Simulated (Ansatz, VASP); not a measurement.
Two plane-wave programs on Al2Cu

```
CELL_PARAMETERS angstrom
-2.90660 2.90660 2.53450
2.90660 -2.90660 2.53450
2.90660 2.90660 -2.53450
ATOMIC_POSITIONS crystal
Al 0.15932 0.65932 0.81864
Al 0.65932 0.84068 0.50000
Al 0.84068 0.34068 0.18136
Al 0.34068 0.15932 0.50000
Cu 0.75000 0.75000 0.00000
Cu 0.25000 0.25000 0.00000
```

Alike in both runs: task single point; functional PBEsol; k mesh 10 × 10 × 10; occupations gaussian, width 0.15 eV; no spin polarisation.

```csv
,VASP,Ansatz
version,VASP 6.6.1,Ansatz 0.2.0
potentials or method,"VASP PAW PBE potentials, release 64 (Al, Cu), cutoff 520 eV","scalar-relativistic, plane waves, PAW"
valence electrons in the cell,34,50
```

Ansatz gave:

| Quantity | Value |
| --- | --- |
| gap on the k mesh at the Fermi level (eV) | none |
| pressure (GPa) | 2.0 |
| traceless stress, the component that is largest in VASP (GPa) | -6.18 |
| rms of the force components (eV/Å) | 0.125 |

**Question.** Estimate VASP's values.

**Answer.** gap on the k mesh at the Fermi level (eV): none; pressure (GPa): 2.3; traceless stress, the component that is largest in VASP (GPa): -6.11; rms of the force components (eV/Å): 0.124.

VASP's potentials were made for PBE, not for PBEsol, and Ansatz warns of the same on its side. Atom by atom the forces differ by 0.001 eV/Å (rms over components). A gap of «none» marks a metal or a gap that the smearing closes. With one functional, cell and mesh, what is left measures potentials, basis and numerics. VASP's potentials hold 34 valence electrons a cell and Ansatz's 50, so a difference there can come from the potentials and not from the codes.
